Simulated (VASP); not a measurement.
A run of VASP 6.6.1:

The input INCAR:

```
SYSTEM = Hg
  PREC = Accurate
  ENCUT = 520
  EDIFF = 1E-6
  ISMEAR = 0
  SIGMA = 0.05
  LREAL = .FALSE.
  LASPH = .TRUE.
  NELM = 60
  ALGO = Fast
  ISIF = 2
  LWAVE = .FALSE.
  LCHARG = .FALSE.
  GGA = PE
  NBANDS = 19
```

File KPOINTS:

```
regular mesh
0
G
  12 8 12
  0 0 0
```

POSCAR

```
Hg
1.0
    3.4133030269      0.0000000000      0.0000000000
    0.0000000000      5.4991271400      0.0000000000
   -1.6998547957      0.0000000000      3.0241256614
Hg
2
Direct
    0.6515596900      0.2500000000      0.8042281600
    0.3375162843      0.7696576652      0.0874231678
```

Potentials or basis: VASP PAW PBE potentials, release 64 (Hg).

Run with:

```bash
$ cat potpaw_PBE.64/Hg/POTCAR > POTCAR
$ mpirun -np 1 vasp_std > vasp.out
```

Hardware: 1 thread of AMD EPYC 9R45 96-Core Processor (Zen 5), on a shared host.

**Question.** Estimate the wall time of this run.

**Answer.** It took 4.3 min on 1 thread of AMD EPYC 9R45 96-Core Processor (Zen 5) (shared host), peak memory 0.55 GiB. Counts: scf iterations 11, k points 580.
